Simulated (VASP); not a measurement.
A run of VASP 6.6.1:

The input POSCAR:

```
Ba
1.0
   -1.8230033834      1.8230033834      1.8230033834
    1.8230033834     -1.8230033834      1.8230033834
    1.8230033834      1.8230033834     -1.8230033834
Ba
1
Direct
    0.0000000000      0.0000000000      0.0000000000
```

INCAR.step1

```
SYSTEM = Ba
ALGO     = Normal         ! electronic algorithm
EDIFF    = 1E-7           ! SCF threshold, eV
ENCUT    = 520            ! plane-wave cutoff, eV
GGA      = CA             ! functional
ISIF     = 2              ! what is computed and relaxed
ISMEAR   = -1             ! smearing method
LASPH    = .True.         ! aspherical terms in the spheres
LCHARG   = .True.         ! write CHGCAR
LREAL    = .False.        ! projectors in reciprocal space
LWAVE    = .False.        ! write WAVECAR
NBANDS   = 11             ! bands
NELM     = 60             ! most SCF steps
PREC     = Accurate       ! precision mode
SIGMA    = 0.05           ! smearing width, eV
```

File KPOINTS.step1:

```
k-points
0
Gamma
  11 11 11
  0 0 0
```

INCAR.step2

```
SYSTEM = Ba
ALGO     = Normal         ! electronic algorithm
EDIFF    = 1E-7           ! SCF threshold, eV
ENCUT    = 520            ! plane-wave cutoff, eV
GGA      = CA             ! functional
ICHARG   = 11             ! starting density
ISIF     = 2              ! what is computed and relaxed
ISMEAR   = -5             ! smearing method
LASPH    = .True.         ! aspherical terms in the spheres
LCHARG   = .False.        ! write CHGCAR
LORBIT   = 11             ! projections on sites
LREAL    = .False.        ! projectors in reciprocal space
LWAVE    = .False.        ! write WAVECAR
NEDOS    = 1001           ! points of the DOS
NELM     = 60             ! most SCF steps
PREC     = Accurate       ! precision mode
SIGMA    = 0.05           ! smearing width, eV
```

Contents of KPOINTS.step2:

```
k-points
0
Gamma
  17 17 17
  0 0 0
```

Potentials or basis: VASP PAW LDA potentials, release 64 (Ba_sv).

The run is started by

```bash
$ cat potpaw_LDA.64/Ba_sv/POTCAR > POTCAR
$ cp INCAR.step1 INCAR
$ cp KPOINTS.step1 KPOINTS
$ mpirun -np 1 vasp_std > vasp.out
$ cp INCAR.step2 INCAR
$ cp KPOINTS.step2 KPOINTS
$ mpirun -np 1 vasp_std > vasp.out
```

Hardware: 1 thread of AMD EPYC 7R43 64-Core Processor (Zen 3), on a shared host.

Task: Estimate the wall time of this run.

Result: It took 38 s on 1 thread of AMD EPYC 7R43 64-Core Processor (Zen 3), with other jobs on the host, peak memory 0.13 GiB. Counts: k points 165.
